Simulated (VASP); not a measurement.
Runs of VASP 6.6.1 on RbBr. The structure is that of space group P6_3/mmc (No. 194), or close to it. The cells are those of the table. 

```tsv
level	cell	gap on the mesh (eV)	pressure (GPa)
r2SCAN	a = 4.723, b = 4.723, c = 8.325 Å, angles 90.0, 90.0, 120.0°, 4 atoms	4.92	0.5
PBE	a = 4.949, b = 4.949, c = 8.669 Å, angles 90.0, 90.0, 120.0°, 4 atoms	4.00	(b)
r2SCAN	a = 4.771, b = 4.771, c = 8.410 Å, angles 90.0, 90.0, 120.0°, 4 atoms	4.84	0.0
PBE	a = 4.804, b = 4.804, c = 8.416 Å, angles 90.0, 90.0, 120.0°, 4 atoms	4.21	0.4
PBE	a = 4.754, b = 4.754, c = 8.328 Å, angles 90.0, 90.0, 120.0°, 4 atoms	4.28	0.8
r2SCAN	a = 4.674, b = 4.674, c = 8.238 Å, angles 90.0, 90.0, 120.0°, 4 atoms	5.00	(a)
r2SCAN	a = 4.818, b = 4.818, c = 8.493 Å, angles 90.0, 90.0, 120.0°, 4 atoms	4.77	-0.3
PBE	a = 4.854, b = 4.854, c = 8.502 Å, angles 90.0, 90.0, 120.0°, 4 atoms	4.13	0.0
PBE	a = 4.902, b = 4.902, c = 8.586 Å, angles 90.0, 90.0, 120.0°, 4 atoms	4.06	-0.3
r2SCAN	a = 4.865, b = 4.865, c = 8.575 Å, angles 90.0, 90.0, 120.0°, 4 atoms	4.70	-0.7
PBE	a = 4.771, b = 4.771, c = 8.410 Å, angles 90.0, 90.0, 120.0°, 4 atoms	4.23	0.6
```

Alike in all rows: task single point; potentials or basis VASP PAW PBE potentials, release 64 (Rb_sv, Br); no spin polarisation; k mesh 6 × 6 × 4; cutoff (eV) 520; smearing gaussian 0.01 eV.

**Question.** Estimate the missing entries.

**Answer.** (a) 1.1; (b) -0.6.

Caveats: the PAW data sets were made with another functional, which shifts forces and pressure a little (some runs).

A k mesh can miss the band edges, and the runs leave out spin-orbit coupling on Br, Rb.
